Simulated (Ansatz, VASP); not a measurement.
## One calculation of BN, two programs

```
B N
1.0
     0.00000    1.81300    1.81300
     1.81300    0.00000    1.81300
     1.81300    1.81300    0.00000
B N
1 1
Direct
  0.00000 0.00000 0.00000
  0.25000 0.25000 0.25000
```

Alike in both runs: task single point; functional LDA; k mesh 8 × 8 × 8; occupations gaussian, width 0.1 eV; no spin polarisation.

|  | VASP | Ansatz |
| --- | --- | --- |
| version | VASP 6.6.1 | Ansatz 0.2.0 |
| potentials or method | VASP PAW LDA potentials, release 64 (B, N), cutoff 520 eV | scalar-relativistic, plane waves, PAW |
| valence electrons in the cell | 8 | 8 |

```csv
,VASP,Ansatz,Ansatz less VASP
gap on the k mesh at the Fermi level (eV),4.33,4.34,+0.012
least direct gap on the mesh (eV),8.64,8.65,+0.008
pressure (GPa),-13.3,-14.4,-1.05
```

Ansatz warns that its potentials were made for another functional, while VASP's fit it. LDA's correlation is that of Perdew and Zunger in VASP and of Perdew and Wang (1992) in Ansatz.
